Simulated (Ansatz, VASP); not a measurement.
# Hf: VASP beside Ansatz

```
Hf
1.0
    -1.85915    1.80500    1.80500
     1.80500   -1.85915    1.80500
     1.80500    1.80500   -1.85915
Hf
1
Direct
  0.00000 0.00000 0.00000
```

Change from the starting cell: equal xy, yz and zx shear strains of -3 %.

Alike in both runs: task single point; functional PBEsol; k mesh 14 × 14 × 14; occupations fermi-dirac, width 0.05 eV; no spin polarisation.

|  | VASP | Ansatz |
| --- | --- | --- |
| version | VASP 6.6.1 | Ansatz 0.2.0 |
| potentials or method | VASP PAW PBE potentials, release 64 (Hf_pv), cutoff 520 eV | all-electron LAPW, scalar-relativistic |

|  | VASP | Ansatz | Ansatz less VASP |
| --- | --- | --- | --- |
| pressure (GPa) | -9.3 | -8.9 | +0.36 |
| traceless stress, the component that is largest in VASP (GPa) | 1.23 | 1.24 | +0.010 |

VASP's potentials were made for PBE, not for PBEsol. Ansatz ran all-electron here, and VASP with PAW potentials.

Neither program's run includes spin-orbit coupling.
